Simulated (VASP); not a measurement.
# SiO (Pm-3m) in VASP: a series of runs, part 3 of 3

VASP 6.6.1.

**4. Single point, HSE06**

This run uses another cell than the first one, of 10.93 Å³/atom.

POSCAR reads:

```
SiO
1.0
    2.7960217520      0.0000000000      0.0000000000
    0.0000000000      2.7960217520      0.0000000000
    0.0000000000      0.0000000000      2.7960217520
Si O
1 1
Direct
    0.0000000000      0.0000000000      0.0000000000
    0.5000000000      0.5000000000      0.5000000000
```

INCAR.step1 reads:

```
  PREC = Accurate
  ENCUT = 520
  EDIFF = 1E-5
  ISMEAR = -1
  SIGMA = 0.05
  LREAL = False
  LASPH = True
  NELM = 60
  ALGO = Normal
  ISIF = 2
  LWAVE = True
  LCHARG = False
  NBANDS = 12
  GGA = PE
```

INCAR.step2 reads:

```
  PREC = Accurate
  ENCUT = 520
  EDIFF = 1E-7
  ISMEAR = -1
  SIGMA = 0.05
  LREAL = False
  LASPH = True
  NELM = 60
  ALGO = Normal
  ISIF = 2
  LWAVE = False
  LCHARG = False
  GGA = PE
  LHFCALC = True
  HFSCREEN = 0.2079
  PRECFOCK = Normal
  NBANDS = 12
  ISTART = 1
```

KPOINTS reads:

```
regular mesh
0
Gamma
  5 5 5
```

Potentials or basis: VASP PAW PBE potentials, release 64 (Si, O).

The run is started by

```console
> cat potpaw_PBE.64/Si/POTCAR potpaw_PBE.64/O/POTCAR > POTCAR
> cp INCAR.step1 INCAR
> mpirun -np 1 vasp_std > vasp.out
> cp INCAR.step2 INCAR
> mpirun -np 1 vasp_std > vasp.out
```

OUTCAR:

```text
PREC = Accurate
   ENCUT = 520
   EDIFF = 1E-7
   ISMEAR = -1
   LREAL = False
   LASPH = True
   NELM = 60
   ISIF = 2
   GGA = PE
   LHFCALC = True
   HFSCREEN = 0.2079
   PRECFOCK = Normal
   ISTART = 1

 ion  position               nearest neighbor table
   1  0.000  0.000  0.000-   2 2.42   2 2.42   2 2.42   2 2.42   2 2.42   2 2.42   2 2.42   2 2.42

   2  0.500  0.500  0.500-   1 2.42   1 2.42   1 2.42   1 2.42   1 2.42   1 2.42   1 2.42   1 2.42

  LATTYP: Found a simple cubic cell.
 ALAT       =     2.7960217520

  Lattice vectors:

 A1 = (   2.7960217520,   0.0000000000,   0.0000000000)
 A2 = (   0.0000000000,   2.7960217520,   0.0000000000)
 A3 = (   0.0000000000,   0.0000000000,   2.7960217520)

Analysis of symmetry for initial positions (statically):
=====================================================================
 Subroutine PRICEL returns:
 Original cell was already a primitive cell.

 Routine SETGRP: Setting up the symmetry group for a
 simple cubic supercell.

 Subroutine GETGRP returns: Found 48 space group operations
 (whereof 48 operations were pure point group operations)
 out of a pool of 48 trial point group operations.

The static configuration has the point symmetry O_h .

Analysis of symmetry for dynamics (positions and initial velocities):
=====================================================================
 Subroutine PRICEL returns:
 Original cell was already a primitive cell.

 Routine SETGRP: Setting up the symmetry group for a
 simple cubic supercell.

 Subroutine GETGRP returns: Found 48 space group operations
 (whereof 48 operations were pure point group operations)
 out of a pool of 48 trial point group operations.

The dynamic configuration has the point symmetry O_h .

 Subroutine INISYM returns: Found 48 space group operations
 (whereof 48 operations are pure point group operations),
 and found     1 'primitive' translations

----------------------------------------------------------------------------------------

                                     Primitive cell

  volume of cell :      21.8586

  direct lattice vectors                    reciprocal lattice vectors
     2.796021752  0.000000000  0.000000000     0.357651009  0.000000000  0.000000000
     0.000000000  2.796021752  0.000000000     0.000000000  0.357651009  0.000000000
     0.000000000  0.000000000  2.796021752     0.000000000  0.000000000  0.357651009

  length of vectors
     2.796021752  2.796021752  2.796021752     0.357651009  0.357651009  0.357651009

  position of ions in fractional coordinates (direct lattice)
     0.000000000  0.000000000  0.000000000
     0.500000000  0.500000000  0.500000000

  ion indices of the primitive-cell ions
   primitive index   ion index
                 1           1
                 2           2

----------------------------------------------------------------------------------------

 KPOINTS: regular mesh

Automatic generation of k-mesh.
 Grid dimensions read from file:
 generate k-points for:    5    5    5

[... 33 lines left out ...]
   dimension x,y,z NGX =    24 NGY =   24 NGZ =   24
   dimension x,y,z NGXF=    48 NGYF=   48 NGZF=   48
   ions per type =               1   1
   NGX,Y,Z   is equivalent  to a cutoff of  14.27, 14.27, 14.27 a.u.
   NGXF,Y,Z  is equivalent  to a cutoff of  28.54, 28.54, 28.54 a.u.
 SYSTEM =  unknown system
   PREC   = accura    normal or accurate (medium, high low for compatibility)
   ISTART =      1    job   : 0-new  1-cont  2-samecut
   ICHARG =      0    charge: 1-file 2-atom 10-const
   ISPIN  =      1    spin polarized calculation?
   LNONCOLLINEAR =      F non collinear calculations
   LSORBIT =      F    spin-orbit coupling
   LASPH  =      T    aspherical Exc in radial PAW
   ENCUT  =  520.0 eV  38.22 Ry    6.18 a.u.   5.20  5.20  5.20*2*pi/ulx,y,z
   NELM   =     60;   NELMIN=  2; NELMDL=  0     # of ELM steps
   EDIFF  = 0.1E-06   stopping-criterion for ELM
   LREAL  =      F    real-space projection
   EDIFFG = 0.1E-05   stopping-criterion for IOM
   NSW    =      0    number of steps for IOM
   IBRION =     -1    ionic relax: 0-MD 1-quasi-New 2-CG
   NFREE  =      0    steps in history (QN), initial steepest desc. (CG)
   ISIF   =      2    stress and relaxation
   ISYM   =      3    0-nonsym 1-usesym 2-fastsym
   POTIM  = 0.5000    time-step for ionic-motion
   TEBEG  =    0.0;   TEEND  =   0.0 temperature during run
   PSTRESS=    0.0 pullay stress
   NELECT =      10.0000    total number of electrons
   NUPDOWN=      -1.0000    fix difference up-down
   EMIN   =  10.00;   EMAX   =-10.00  energy-range for DOS
   EFERMI =   0.00;   METHOD = LEGACY
   ISMEAR =    -1;   SIGMA  =   0.05  broadening in eV -4-tet -1-fermi 0-gaus
   EFERMI_NEDOS =   21; number of points for ismear=-14 and -15
   IALGO  =     38    algorithm
   IMIX   =      1    mixing-type and parameters
     AMIX     =   0.40;   BMIX     =  1.00
     AMIX_MAG =   1.60;   BMIX_MAG =  1.00
  volume/ion in A,a.u.               =      10.93        73.75
  Fermi-wavevector in a.u.,A,eV,Ry     =   1.261443  2.383782 21.650112  1.591238
  Thomas-Fermi vector in A             =   2.394902
   LORBIT       =      0    0 simple, 1 ext, 2 COOP (PROOUT), +10 PAW based schemes
   GGA     = PE    functional components
   LHFCALC =     T    Hartree Fock is set to
   PRECFOCK=normal    Normal, Fast or Accurate (Low or Medium for compatibility)
   ENCUT4O =  -1.0   cutoff for four orbital integrals eV
   NKREDX  =     1    reduce k-point grid by
   NKREDY  =     1    reduce k-point grid by
   NKREDZ  =     1    reduce k-point grid by
   AEXX    =    0.2500 exact exchange contribution
   HFSCREEN=    0.2079 screening length (either q_TF or 0.3 A-1)
   HFSCREENC=   0.2079 screening length for correlation (either q_TF or 0.3 A-1)
   ENCUTFOCK=  -1.0 apply spherical cutoff to Coloumb kernel
   IVDW    =     0    specifies the selected vdW correction
   LEPSILON=     F    determine dielectric tensor
   LRPA    =     F    only Hartree local field effects (RPA)
 non-spin polarized calculation
  energy-cutoff  :      520.00
  volume of cell :       21.86
 maximum number of plane-waves:       619
 NGX is ok and might be reduce to    24
  NGX = 16; NGY = 16; NGZ = 16

 number of electron      10.0000003 magnetization

 Free energy of the ion-electron system (eV)
  ---------------------------------------------------
  ext. energy  EPLUGINS =         0.00000000
  ---------------------------------------------------
  free energy    TOTEN  =       -12.70103767 eV

  energy without entropy =      -12.70101852  energy(sigma->0) =      -12.70102809

 E-fermi :   7.9897     XC(G=0):  -9.4460

 val. band max:        7.5355099069   @ k =   0.2000   0.2000   0.2000
 cond. band min:       8.4674972814   @ k =   0.4000   0.4000   0.4000
 fundamental gap:      0.9319873746
 Fermi energy:         7.9896524114

 k-point     1 :       0.0000    0.0000    0.0000
  band No.  band energies     occupation
      1     -14.3051      2.00000
      2       0.1384      2.00000
      3       3.9883      2.00000
      4       3.9883      2.00000
      5       3.9883      2.00000
      6      14.7775      0.00000
      7      14.7775      0.00000
      8      17.4613      0.00000
      9      17.4613      0.00000
     10      17.4613      0.00000
     11      28.6832      0.00000
     12      28.6832      0.00000
[... 121 lines left out ...]
 k-point    10 :       0.4000    0.4000    0.4000
  band No.  band energies     occupation
      1     -11.7497      2.00000
      2       0.8965      2.00000
      3       1.9957      2.00000
      4       1.9957      2.00000
      5       5.6595      2.00000
      6       8.4675      0.00014
      7       8.4675      0.00014
      8      11.5085      0.00000
      9      21.3758      0.00000
     10      22.2988      0.00000
     11      22.2988      0.00000
     12      33.2583      0.00000

------------------------ aborting loop because EDIFF is reached ----------------------------------------

  FORCE on cell =-STRESS in cart. coord.  units (eV):
  Direction    XX          YY          ZZ          XY          YZ          ZX
  --------------------------------------------------------------------------------------
  -------------------------------------------------------------------------------------
  Total       -0.0136640     -0.0136640     -0.0136640      0.0000000      0.0000000      0.0000000
  in kB       -1.0015347     -1.0015347     -1.0015347      0.0000000      0.0000000      0.0000000
  external PRESSURE =      -1.0015347 kB  Pullay stress =       0.0000000 kB

 VOLUME and BASIS-vectors are now :
 -----------------------------------------------------------------------------
  energy-cutoff  :      520.00
  volume of cell :       21.86
      direct lattice vectors                 reciprocal lattice vectors
     2.796021752  0.000000000  0.000000000     0.357651009  0.000000000  0.000000000
     0.000000000  2.796021752  0.000000000     0.000000000  0.357651009  0.000000000
     0.000000000  0.000000000  2.796021752     0.000000000  0.000000000  0.357651009

 POSITION                                       TOTAL-FORCE (eV/Angst)
 -----------------------------------------------------------------------------------
      0.00000      0.00000      0.00000         0.000000      0.000000      0.000000
      1.39801      1.39801      1.39801         0.000000      0.000000      0.000000
 -----------------------------------------------------------------------------------
    total drift:                               -0.000000      0.000000     -0.000000

  FREE ENERGIE OF THE ION-ELECTRON SYSTEM (eV)
  ---------------------------------------------------
  free  energy   TOTEN  =       -12.7010376661 eV

  energy  without entropy=      -12.7010185224  energy(sigma->0) =      -12.70102809
```

Wall time 86 s (1 thread of AMD EPYC 9R14 (Zen 4), shared host); peak memory 0.2 GiB.

Results:

```
Free energy            : -12.7010 eV
Pressure               : -0.1 GPa
Band gap on the k mesh : 0.93 eV (least direct gap 2.41 eV)
```

Caveat: the k points lie up to 0.45 Å⁻¹ apart; the PAW data sets were made with another functional, which shifts forces and pressure a little; an odd mesh through Γ misses points on the zone boundary, where band edges can lie.

**5. Single point, PBE-based screened hybrid with 25 % exact exchange**

This run uses another cell than the first one, of 11.06 Å³/atom.

POSCAR reads:

```
SiO
1.0
    2.8069700000      0.0000000000      0.0000000000
    0.0000000000      2.8069700000      0.0000000000
    0.0000000000      0.0000000000      2.8069700000
Si O
1 1
Direct
    0.0000000000      0.0000000000      0.0000000000
    0.5000000000      0.5000000000      0.5000000000
```

INCAR.step1 reads:

```
PREC     = Accurate       # precision mode
ENCUT    = 520            # plane-wave cutoff, eV
EDIFF    = 1E-5           # SCF threshold, eV
ISMEAR   = -1             # smearing method
SIGMA    = 0.05           # smearing width, eV
LREAL    = False          # projectors in reciprocal space
LASPH    = True           # aspherical terms in the spheres
NELM     = 100            # most SCF steps
ALGO     = Normal         # electronic algorithm
ISIF     = 2              # what is computed and relaxed
LWAVE    = True           # write WAVECAR
LCHARG   = False          # write CHGCAR
NBANDS   = 12             # bands
GGA      = PE             # functional
```

INCAR.step2 reads:

```
PREC     = Accurate       # precision mode
ENCUT    = 520            # plane-wave cutoff, eV
EDIFF    = 1E-6           # SCF threshold, eV
ISMEAR   = -1             # smearing method
SIGMA    = 0.05           # smearing width, eV
LREAL    = False          # projectors in reciprocal space
LASPH    = True           # aspherical terms in the spheres
NELM     = 100            # most SCF steps
ALGO     = Normal         # electronic algorithm
ISIF     = 2              # what is computed and relaxed
LWAVE    = False          # write WAVECAR
LCHARG   = False          # write CHGCAR
GGA      = PE             # functional
LHFCALC  = True           # exact exchange
AEXX     = 0.25           # exact-exchange fraction
HFSCREEN = 0.3            # screening, 1/A
PRECFOCK = Normal       
NBANDS   = 12             # bands
ISTART   = 1
```

KPOINTS is that of step 4.

Potentials or basis: VASP PAW PBE potentials, release 64 (Si, O).

The run is started by

```console
> cat potpaw_PBE.64/Si/POTCAR potpaw_PBE.64/O/POTCAR > POTCAR
> cp INCAR.step1 INCAR
> mpirun -np 1 vasp_std > vasp.out
> cp INCAR.step2 INCAR
> mpirun -np 1 vasp_std > vasp.out
```

OUTCAR:

```text
PREC = Accurate
   ENCUT = 520
   EDIFF = 1E-6
   ISMEAR = -1
   LREAL = False
   LASPH = True
   NELM = 100
   ISIF = 2
   GGA = PE
   LHFCALC = True
   AEXX = 0.25
   HFSCREEN = 0.3
   PRECFOCK = Normal
   ISTART = 1

 ion  position               nearest neighbor table
   1  0.000  0.000  0.000-   2 2.43   2 2.43   2 2.43   2 2.43   2 2.43   2 2.43   2 2.43   2 2.43

   2  0.500  0.500  0.500-   1 2.43   1 2.43   1 2.43   1 2.43   1 2.43   1 2.43   1 2.43   1 2.43

  LATTYP: Found a simple cubic cell.
 ALAT       =     2.8069700000

  Lattice vectors:

 A1 = (   2.8069700000,   0.0000000000,   0.0000000000)
 A2 = (   0.0000000000,   2.8069700000,   0.0000000000)
 A3 = (   0.0000000000,   0.0000000000,   2.8069700000)

Analysis of symmetry for initial positions (statically):
=====================================================================
 Subroutine PRICEL returns:
 Original cell was already a primitive cell.

 Routine SETGRP: Setting up the symmetry group for a
 simple cubic supercell.

[... 168 lines left out ...]
      1     -14.1555      2.00000
      2       0.1438      2.00000
      3       4.0357      2.00000
      4       4.0357      2.00000
      5       4.0357      2.00000
      6      14.5314      0.00000
      7      14.5314      0.00000
      8      17.0341      0.00000
      9      17.0341      0.00000
     10      17.0341      0.00000
     11      28.2697      0.00000
     12      28.2697      0.00000
[... 121 lines left out ...]
 k-point    10 :       0.4000    0.4000    0.4000
  band No.  band energies     occupation
      1     -11.6792      2.00000
      2       0.9837      2.00000
      3       2.0775      2.00000
      4       2.0775      2.00000
      5       5.5561      2.00000
      6       8.2538      0.00052
      7       8.2538      0.00052
      8      11.1845      0.00000
      9      20.9862      0.00000
     10      21.8971      0.00000
     11      21.8971      0.00000
     12      32.7723      0.00000

------------------------ aborting loop because EDIFF is reached ----------------------------------------

  FORCE on cell =-STRESS in cart. coord.  units (eV):
  Direction    XX          YY          ZZ          XY          YZ          ZX
  --------------------------------------------------------------------------------------
  -------------------------------------------------------------------------------------
  Total       -0.2099269     -0.2099269     -0.2099269     -0.0000000     -0.0000000      0.0000000
  in kB      -15.2077675    -15.2077675    -15.2077675     -0.0000000     -0.0000000      0.0000000
  external PRESSURE =     -15.2077675 kB  Pullay stress =       0.0000000 kB

 VOLUME and BASIS-vectors are now :
 -----------------------------------------------------------------------------
  energy-cutoff  :      520.00
  volume of cell :       22.12
      direct lattice vectors                 reciprocal lattice vectors
     2.806970000  0.000000000  0.000000000     0.356256034  0.000000000  0.000000000
     0.000000000  2.806970000  0.000000000     0.000000000  0.356256034  0.000000000
     0.000000000  0.000000000  2.806970000     0.000000000  0.000000000  0.356256034

 POSITION                                       TOTAL-FORCE (eV/Angst)
 -----------------------------------------------------------------------------------
      0.00000      0.00000      0.00000         0.000000      0.000000      0.000000
      1.40349      1.40349      1.40349         0.000000      0.000000      0.000000
 -----------------------------------------------------------------------------------
    total drift:                                0.000000     -0.000000      0.000000

  FREE ENERGIE OF THE ION-ELECTRON SYSTEM (eV)
  ---------------------------------------------------
  free  energy   TOTEN  =       -12.3234875583 eV

  energy  without entropy=      -12.3234263614  energy(sigma->0) =      -12.32345696
```

OUTCAR.step1:

```text
PREC = Accurate
   ENCUT = 520
   EDIFF = 1E-5
   ISMEAR = -1
   LREAL = False
[... 356 lines left out ...]
      0.00000      0.00000      0.00000         0.000000      0.000000      0.000000
      1.40349      1.40349      1.40349         0.000000      0.000000      0.000000
 -----------------------------------------------------------------------------------
    total drift:                                0.000000     -0.000000     -0.000000

  FREE ENERGIE OF THE ION-ELECTRON SYSTEM (eV)
  ---------------------------------------------------
  free  energy   TOTEN  =       -10.3411440907 eV

  energy  without entropy=      -10.3368345061  energy(sigma->0) =      -10.33898930
```

It took 78 s on 1 thread of AMD EPYC 9R14 (Zen 4), shared host; peak memory 0.2 GiB.

Results:

```
Free energy            : -12.3235 eV
Pressure               : -1.5 GPa
Band gap on the k mesh : 0.80 eV (least direct gap 2.26 eV)
```

Caveat: the k points lie up to 0.45 Å⁻¹ apart; the PAW data sets were made with another functional, which shifts forces and pressure a little; an odd mesh through Γ misses points on the zone boundary, where band edges can lie.

**6. Summary**

| level | cell | screening parameter | gap on the mesh (eV) | pressure (GPa) |
| --- | --- | --- | --- | --- |
| PBEsol-based screened hybrid with 25 % exact exchange | a = 2.776 Å, 2 atoms | 0.207 1/Å | 0.85 | 0.0 |
| HSE06 | a = 2.807 Å, 2 atoms | 0.2079 1/Å | 0.97 | -1.8 |
| HSE06 | a = 2.796 Å, 2 atoms | 0.2079 1/Å | 0.93 | -0.1 |
| PBE-based screened hybrid with 25 % exact exchange | a = 2.807 Å, 2 atoms | 0.3 1/Å | 0.80 | -1.5 |

Alike in all rows: task single point; potentials or basis VASP PAW PBE potentials, release 64 (Si, O); no spin polarisation; k mesh 5 × 5 × 5; cutoff (eV) 520; smearing fermi-dirac 0.05 eV.

Caveats: all runs use coarse meshes; the PAW data sets were made with another functional, which shifts forces and pressure a little; an odd mesh through Γ misses points on the zone boundary, where band edges can lie.

Total energies depend on the potentials used, so only differences within one code and one set of settings carry meaning.
